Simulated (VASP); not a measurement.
A run of VASP 6.6.1 is set up as follows.

Contents of POSCAR:

```
CdS
1.0
    0.0000000000      2.8792130994      2.8792130994
    2.8792130994      0.0000000000      2.8792130994
    2.8792130994      2.8792130994      0.0000000000
Cd S
1 1
Direct
    0.0000000000      0.0000000000      0.0000000000
    0.2500000000      0.2500000000      0.2500000000
```

Contents of INCAR.step1:

```
  PREC = Accurate
  ENCUT = 600
  ISMEAR = 0
  SIGMA = 0.01
  LREAL = F
  LASPH = T
  NELM = 120
  NBANDS = 20
  GGA = PE
  ALGO = Normal
  EDIFF = 1E-5
  LWAVE = T
  LCHARG = F
  GGA_COMPAT = F
```

Contents of INCAR.step2:

```
  PREC = Accurate
  ENCUT = 600
  EDIFF = 1E-6
  ISMEAR = 0
  SIGMA = 0.01
  LREAL = F
  LASPH = T
  NELM = 120
  ALGO = Normal
  ISIF = 2
  LWAVE = F
  LCHARG = F
  METAGGA = R2SCAN
  LMIXTAU = T
  NBANDS = 20
  ISTART = 1
  GGA_COMPAT = F
```

Contents of KPOINTS:

```
regular mesh
0
Gamma
  6 6 6
```

Potentials or basis: VASP PAW PBE potentials, release 64 (Cd_sv_GW, S).

Run with:

```sh
$ cat potpaw_PBE.64/Cd_sv_GW/POTCAR potpaw_PBE.64/S/POTCAR > POTCAR
$ cp INCAR.step1 INCAR
$ mpirun -np 1 vasp_std > vasp.out
$ cp INCAR.step2 INCAR
$ mpirun -np 1 vasp_std > vasp.out
```

(1) Estimate the pressure.

(2) Predict the band gap on the k mesh.

Answers

(1) 3.9 GPa.

(2) 1.68 eV, direct.

Caveat: the PAW data sets were made with another functional, which shifts forces and pressure a little.
